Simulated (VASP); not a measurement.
Wanted: the native input for a VASP 6.6.1 run.

| Item | Value |
| --- | --- |
| Task | single point |
| Functional | PBE |
| Potentials or basis | VASP PAW PBE potentials, release 64 (Si, W_sv) |
| Cutoff | 520 eV |
| k mesh | 10 × 10 × 10 |
| Occupations | gaussian, width 0.1 eV |
| Spin | no spin polarisation |
| Dipole correction | no |
| Further INCAR settings | ALGO = Normal; EDIFF = 1e-06; NBANDS = 23 |

The structure of Si4W lies in POSCAR:

```
Si4W
1.0
   -2.8194341272      2.8194341272      2.8194341272
    2.8194341272     -2.8194341272      2.8194341272
    2.8194341272      2.8194341272     -2.8194341272
Si W
4 1
Direct
    0.5000000000      0.5000000000      0.5000000000
    0.0000000000      0.0000000000      0.5000000000
    0.0000000000      0.5000000000      0.0000000000
    0.5000000000      0.0000000000      0.0000000000
    0.0000000000      0.0000000000      0.0000000000
```

One way to write it, as run:

INCAR

```
SYSTEM = Si4W
ALGO     = Normal         ! electronic algorithm
EDIFF    = 1E-6           ! SCF threshold, eV
ENCUT    = 520            ! plane-wave cutoff, eV
GGA      = PE             ! functional
ISIF     = 2              ! what is computed and relaxed
ISMEAR   = 0              ! smearing method
LASPH    = .TRUE.         ! aspherical terms in the spheres
LCHARG   = .FALSE.        ! write CHGCAR
LREAL    = .FALSE.        ! projectors in reciprocal space
LWAVE    = .FALSE.        ! write WAVECAR
NBANDS   = 23             ! bands
NELM     = 60             ! most SCF steps
PREC     = Accurate       ! precision mode
SIGMA    = 0.1            ! smearing width, eV
```

KPOINTS

```
k-points
0
G
  10 10 10
  0 0 0
```

Potentials or basis: VASP PAW PBE potentials, release 64 (Si, W_sv).

Run with:

```sh
$ cat potpaw_PBE.64/Si/POTCAR potpaw_PBE.64/W_sv/POTCAR > POTCAR
$ mpirun -np 1 vasp_std > vasp.out
```

It gave:

* Pressure: 0.0 GPa
* Band gap on the k mesh: zero (band 15 reaches 9.33 eV, above the bottom of band 16 at 5.57 eV)

Caveat: spin-orbit coupling is left out, which moves the levels of the heavy elements.

Run time: 77 s on 1 thread of Intel(R) Xeon(R) Platinum 8488C (Sapphire Rapids), on a shared host, peak memory 0.25 GiB.
